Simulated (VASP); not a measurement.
# MoS2 (C2/m) in VASP: single point with PBEsol

Aim: the single point of MoS2 with PBEsol.

All numbers are computed with VASP 6.6.1; they aren't measurements. Logs are shortened: lines on timing, memory, paths and dates and some standing lists are left out, and cuts for length are marked.

## 1. The cell of the first run

It takes space group C2/m (No. 12, monoclinic). Conventional cell: a = 13.009 Å, b = 3.152 Å, c = 5.674 Å, α = 90.00°, β = 113.37°, γ = 90.00°. Mo (site symmetry m) has 6 S at 2.37 to 2.48 Å and 4 Mo at 2.76 to 3.15 Å within 3.2 Å. S (site symmetry m) has 3 Mo at 2.37 to 2.39 Å and 9 S at 3.15 to 3.40 Å within 3.4 Å. Within 3.4 Å of S (site symmetry m) lie 3 Mo at 2.45 to 2.48 Å and 10 S at 3.15 to 3.40 Å.

## 2. Single point, PBEsol

INCAR reads:

```
PREC     = Accurate       # precision mode
ENCUT    = 520            # plane-wave cutoff, eV
EDIFF    = 1E-6           # SCF threshold, eV
ISMEAR   = -1             # smearing method
SIGMA    = 0.05           # smearing width, eV
LREAL    = False          # projectors in reciprocal space
LASPH    = True           # aspherical terms in the spheres
NELM     = 100            # most SCF steps
ALGO     = Normal         # electronic algorithm
ISIF     = 2              # what is computed and relaxed
LWAVE    = False          # write WAVECAR
LCHARG   = True           # write CHGCAR
GGA      = PS             # functional
LELF     = True           # ELF
LVHAR    = True         
NBANDS   = 35             # bands
```

KPOINTS reads:

```
regular mesh
0
Gamma
  6 4 6
```

POSCAR reads:

```
MoS2
1.0
    2.3305252710      0.4708942943      6.2560765072
   -1.7867776368      1.0282516475     11.7737498137
    0.7536717447     -2.2577646006      6.2550521502
Mo S
2 4
Direct
   -0.0421014719      0.0445941032     -0.0570621614
    0.0604398778      0.4559292978      0.0454732258
    0.3246794804      0.0409775503      0.3096982518
    0.6936582533      0.4595464146      0.6787128584
    0.3281474849      0.5713038501      0.3131767329
    0.6901900594      0.9292205713      0.6752333108
```

Potentials or basis: VASP PAW PBE potentials, release 64 (Mo_sv, S).

The run is started by

```bash
$ cat potpaw_PBE.64/Mo_sv/POTCAR potpaw_PBE.64/S/POTCAR > POTCAR
$ mpirun -np 1 vasp_std > vasp.out
```

OUTCAR:

```text
PREC = Accurate
   ENCUT = 520
   EDIFF = 1E-6
   ISMEAR = -1
   LREAL = False
   LASPH = True
   NELM = 100
   ISIF = 2
   GGA = PS

 ion  position               nearest neighbor table
   1  0.958  0.045  0.943-   3 2.37   3 2.37   4 2.39   6 2.45   6 2.45   5 2.48   2 2.76   2 2.76

   2  0.060  0.456  0.045-   4 2.37   4 2.37   3 2.39   5 2.45   5 2.45   6 2.48   1 2.76   1 2.76

   3  0.325  0.041  0.310-   1 2.37   1 2.37   2 2.39
   4  0.694  0.460  0.679-   2 2.37   2 2.37   1 2.39
   5  0.328  0.571  0.313-   2 2.45   2 2.45   1 2.48
   6  0.690  0.929  0.675-   1 2.45   1 2.45   2 2.48

  LATTYP: Found a base centered monoclinic cell.
 ALAT       =    13.0089783229
 B/A-ratio  =     0.2422569265
 C/A-ratio  =     0.4361654380
 COS(beta)  =    -0.3966567296

  Lattice vectors:

 A1 = (   0.7536717447,  -2.2577646006,   6.2550521502)
 A2 = (   2.3305252710,   0.4708942943,   6.2560765072)
 A3 = (  -4.8709746525,   2.8151219538,  -0.7373788437)

Analysis of symmetry for initial positions (statically):
=====================================================================
 Subroutine PRICEL returns:
 Original cell was already a primitive cell.

 Routine SETGRP: Setting up the symmetry group for a
 base centered monoclinic supercell.

 Subroutine GETGRP returns: Found  2 space group operations
 (whereof  1 operations were pure point group operations)
 out of a pool of  4 trial point group operations.

The static configuration has the point symmetry C_1 .
 The point group associated with its full space group is S_2 .

Analysis of symmetry for dynamics (positions and initial velocities):
=====================================================================
 Subroutine PRICEL returns:
 Original cell was already a primitive cell.

 Routine SETGRP: Setting up the symmetry group for a
 base centered monoclinic supercell.

 Subroutine GETGRP returns: Found  2 space group operations
 (whereof  1 operations were pure point group operations)
 out of a pool of  4 trial point group operations.

The dynamic configuration has the point symmetry C_1 .
 The point group associated with its full space group is S_2 .

 Subroutine INISYM returns: Found  2 space group operations
 (whereof  1 operations are pure point group operations),
 and found     1 'primitive' translations

[... 103 lines left out ...]
   LREAL  =      F    real-space projection
   EDIFFG = 0.1E-04   stopping-criterion for IOM
   NSW    =      0    number of steps for IOM
   IBRION =     -1    ionic relax: 0-MD 1-quasi-New 2-CG
   NFREE  =      0    steps in history (QN), initial steepest desc. (CG)
   ISIF   =      2    stress and relaxation
   ISYM   =      2    0-nonsym 1-usesym 2-fastsym
   POTIM  = 0.5000    time-step for ionic-motion
   TEBEG  =    0.0;   TEEND  =   0.0 temperature during run
   PSTRESS=    0.0 pullay stress
   NELECT =      52.0000    total number of electrons
   NUPDOWN=      -1.0000    fix difference up-down
   EMIN   =  10.00;   EMAX   =-10.00  energy-range for DOS
   EFERMI =   0.00;   METHOD = LEGACY
   ISMEAR =    -1;   SIGMA  =   0.05  broadening in eV -4-tet -1-fermi 0-gaus
   EFERMI_NEDOS =   21; number of points for ismear=-14 and -15
   IALGO  =     38    algorithm
   IMIX   =      4    mixing-type and parameters
     AMIX     =   0.40;   BMIX     =  1.00
     AMIX_MAG =   1.60;   BMIX_MAG =  1.00
  volume/ion in A,a.u.               =      17.80       120.09
  Fermi-wavevector in a.u.,A,eV,Ry     =   1.288026  2.434016 22.572209  1.659011
  Thomas-Fermi vector in A             =   2.420005
   LORBIT       =      0    0 simple, 1 ext, 2 COOP (PROOUT), +10 PAW based schemes
   GGA     = PS    functional components
   LHFCALC =     F    Hartree Fock is set to
   AEXX    =    0.0000 exact exchange contribution
   IVDW    =     0    specifies the selected vdW correction
   LEPSILON=     F    determine dielectric tensor
   LRPA    =     F    only Hartree local field effects (RPA)
 non-spin polarized calculation
  energy-cutoff  :      520.00
  volume of cell :      106.77
 maximum number of plane-waves:      2896
 NGX is ok and might be reduce to    50
   NGX = 25   NGY = 45   NGZ = 25

 number of electron      51.9999998 magnetization

 Free energy of the ion-electron system (eV)
  ---------------------------------------------------
  ext. energy  EPLUGINS =         0.00000000
  ---------------------------------------------------
  free energy    TOTEN  =       -45.75791445 eV

  energy without entropy =      -45.74211038  energy(sigma->0) =      -45.75001241

 E-fermi :   7.1255     XC(G=0): -11.0253

 val. band max:        7.1230501398   @ k =   0.1667   0.0000   0.0000
 cond. band min:       7.1395105072   @ k =   0.1667   0.2500   0.0000
 fundamental gap:      0.0164603674
 Fermi energy:         7.1255278894

 k-point     1 :       0.0000    0.0000    0.0000
  band No.  band energies     occupation
      1     -54.0207      2.00000
      2     -53.9150      2.00000
      3     -28.4633      2.00000
      4     -28.1925      2.00000
      5     -28.1814      2.00000
      6     -28.0024      2.00000
[... 901 lines left out ...]
     34      12.2609      0.00000
     35      14.1728      0.00000

 [... further k-points ...]

------------------------ aborting loop because EDIFF is reached ----------------------------------------

  FORCE on cell =-STRESS in cart. coord.  units (eV):
  Direction    XX          YY          ZZ          XY          YZ          ZX
  --------------------------------------------------------------------------------------
  -------------------------------------------------------------------------------------
  Total        0.0223018      0.0103680      0.0432052     -0.0104742      0.0103355     -0.0174253
  in kB        0.3346539      0.1555787      0.6483249     -0.1571724      0.1550920     -0.2614791
  external PRESSURE =       0.3795192 kB  Pullay stress =       0.0000000 kB

 VOLUME and BASIS-vectors are now :
 -----------------------------------------------------------------------------
  energy-cutoff  :      520.00
  volume of cell :      106.77
      direct lattice vectors                 reciprocal lattice vectors
     2.330525271  0.470894294  6.256076507     0.309204400  0.187784074  0.030524704
    -1.786777637  1.028251648 11.773749814    -0.159876608  0.092370691  0.052604799
     0.753671745 -2.257764601  6.255052150    -0.008322744 -0.361682186  0.030324189

 POSITION                                       TOTAL-FORCE (eV/Angst)
 -----------------------------------------------------------------------------------
      2.86339     -1.63201     12.41585         0.009746     -0.005529     -0.000754
     -0.63952      0.39460      6.03055        -0.009746      0.005529      0.000754
      0.91687     -0.50420      4.45086         0.004198     -0.002551     -0.005567
      1.30701     -0.73320     13.99555        -0.004198      0.002551      0.005567
     -0.02000      0.03489     10.73824         0.002437     -0.001419     -0.006716
      0.45710     -0.24404     19.48191        -0.002437      0.001419      0.006716
 -----------------------------------------------------------------------------------
    total drift:                                0.003004     -0.001253     -0.001215

  FREE ENERGIE OF THE ION-ELECTRON SYSTEM (eV)
  ---------------------------------------------------
  free  energy   TOTEN  =       -45.7579144538 eV

  energy  without entropy=      -45.7421103760  energy(sigma->0) =      -45.75001241
```

OSZICAR:

```text
N       E                     dE             d eps       ncg     rms          rms(c)
DAV:   1     0.423683821234E+03    0.42368E+03   -0.27991E+04  5672   0.141E+03
DAV:   2    -0.251593250993E+02   -0.44884E+03   -0.43381E+03  6265   0.368E+02
DAV:   3    -0.481813434933E+02   -0.23022E+02   -0.22535E+02  6556   0.746E+01
DAV:   4    -0.486444461146E+02   -0.46310E+00   -0.46159E+00  6352   0.108E+01
DAV:   5    -0.486526013056E+02   -0.81552E-02   -0.81531E-02  6297   0.145E+00    0.349E+01
DAV:   6    -0.467516134777E+02    0.19010E+01   -0.14113E+01  5766   0.223E+01    0.125E+01
DAV:   7    -0.461061836131E+02    0.64543E+00   -0.67750E+00  5561   0.147E+01    0.859E+00
DAV:   8    -0.457623212054E+02    0.34386E+00   -0.94747E-01  5649   0.574E+00    0.312E+00
DAV:   9    -0.457625452219E+02   -0.22402E-03   -0.11652E-01  6344   0.171E+00    0.113E+00
DAV:  10    -0.457581352231E+02    0.44100E-02   -0.27696E-02  5765   0.106E+00    0.419E-01
DAV:  11    -0.457579702155E+02    0.16501E-03   -0.17648E-03  5764   0.264E-01    0.101E-01
DAV:  12    -0.457579044488E+02    0.65767E-04   -0.15495E-04  5995   0.695E-02    0.380E-02
DAV:  13    -0.457579140201E+02   -0.95713E-05   -0.62759E-05  6128   0.374E-02    0.106E-02
DAV:  14    -0.457579144538E+02   -0.43371E-06   -0.47055E-06  5147   0.120E-02
   1 F= -.45757914E+02 E0= -.45750012E+02  d E =-.158041E-01
```

stdout:

```text
POSCAR found type information on POSCAR MoS
 POSCAR found :  2 types and       6 ions
 scaLAPACK will be used
 -----------------------------------------------------------------------------
|                                                                             |
|                                                                             |
|     You enforced a specific xc type in the INCAR file but a different       |
|     I HOPE YOU KNOW WHAT YOU ARE DOING!                                     |
|                                                                             |
 -----------------------------------------------------------------------------

 LDA part: xc-table for (Slater+PW92), standard interpolation
 POSCAR, INCAR and KPOINTS ok, starting setup
 FFT: planning ... GRIDC
 FFT: planning ... GRID_SOFT
 FFT: planning ... GRID
 WAVECAR not read
 entering main loop
```

Run time: 9.6 min. Hardware: 1 thread of Intel Xeon 6975P-C (Granite Rapids), shared host; peak memory 0.6 GiB.

What came out:

| Property | Result |
| --- | --- |
| Free energy | -45.7579 eV |
| Pressure | 0.0 GPa |
| Largest force | 0.011 eV/Å |
| Band gap on the k mesh | zero (bands 26 and 27 overlap by 0.04 eV) |

Forces on the atoms (eV/Å):
```
Mo   0.010 -0.006 -0.001
Mo  -0.010  0.006  0.001
S    0.004 -0.003 -0.006
S   -0.004  0.003  0.006
S    0.002 -0.001 -0.007
S   -0.002  0.001  0.007
```

Levels at points of the mesh, in eV from the Fermi level:
```
           k point  band 22  band 23  band 24  band 25  band 26  band 27  band 28  band 29  band 30  band 31
(0.00, 0.00, 0.00)    -1.02    -1.00    -0.96    -0.33    -0.24     0.38     0.64     2.04     2.16     3.40
(0.50, 0.00, 0.00)    -2.27    -2.24    -1.80    -1.18    -0.77     1.73     1.76     2.51     2.61     3.20
(0.00, 0.00, 0.50)    -2.27    -2.24    -1.80    -1.18    -0.77     1.73     1.76     2.51     2.61     3.20
(0.00, 0.50, 0.00)    -1.47    -1.39    -1.26    -1.03    -0.45     0.22     0.28     2.20     2.35     2.85
(0.50, 0.50, 0.00)    -3.04    -2.20    -2.05    -1.50    -1.17     2.02     2.02     2.11     2.25     2.58
(0.00, 0.50, 0.50)    -3.04    -2.20    -2.05    -1.50    -1.17     2.02     2.02     2.11     2.25     2.58
(0.50, 0.00, 0.50)    -1.27    -1.27    -0.44    -0.29    -0.02     0.22     0.66     1.87     2.13     3.10
(0.50, 0.50, 0.50)    -1.73    -1.52    -1.08    -1.08    -0.42     0.11     0.15     2.25     2.64     2.64
```

Caveat: the k points lie up to 0.37 Å⁻¹ apart; the PAW data sets were made with another functional, which shifts forces and pressure a little.
